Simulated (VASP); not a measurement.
Here is a VASP 6.6.1 calculation.

The input INCAR:

```
SYSTEM = Ge
PREC     = Accurate       ! precision mode
ENCUT    = 520            ! plane-wave cutoff, eV
EDIFF    = 1E-6           ! SCF threshold, eV
ISMEAR   = -1             ! smearing method
SIGMA    = 0.1            ! smearing width, eV
LREAL    = .False.        ! projectors in reciprocal space
LASPH    = .True.         ! aspherical terms in the spheres
NELM     = 60             ! most SCF steps
ALGO     = Normal         ! electronic algorithm
ISIF     = 2              ! what is computed and relaxed
LWAVE    = .False.        ! write WAVECAR
LCHARG   = .True.         ! write CHGCAR
GGA      = PS             ! functional
LELF     = .True.         ! ELF
LVHAR    = .True.       
NBANDS   = 21             ! bands
```

KPOINTS

```
regular mesh
0
Gamma
  20 20 11
  0 0 0
```

The input POSCAR:

```
Ge
1.0
    2.2057605854      0.0000000000      0.0000000000
   -1.1028802927      1.9102447017      0.0000000000
    0.0000000000      0.0000000000      3.6152026132
Ge
2
Direct
    0.3333333333      0.6666666667      0.2500000000
    0.6666666667      0.3333333333      0.7500000000
```

Potentials or basis: VASP PAW PBE potentials, release 64 (Ge_d).

Launch:

```console
$ cat potpaw_PBE.64/Ge_d/POTCAR > POTCAR
$ mpirun -np 1 vasp_std > vasp.out
```

(1) Predict the band gap on the k mesh.

(2) Predict the pressure.

## Answers

(1) zero (band 14 reaches 37.36 eV, above the bottom of band 15 at 17.12 eV).

(2) 474.1 GPa.

Caveat: the PAW data sets were made with another functional, which shifts forces and pressure a little.
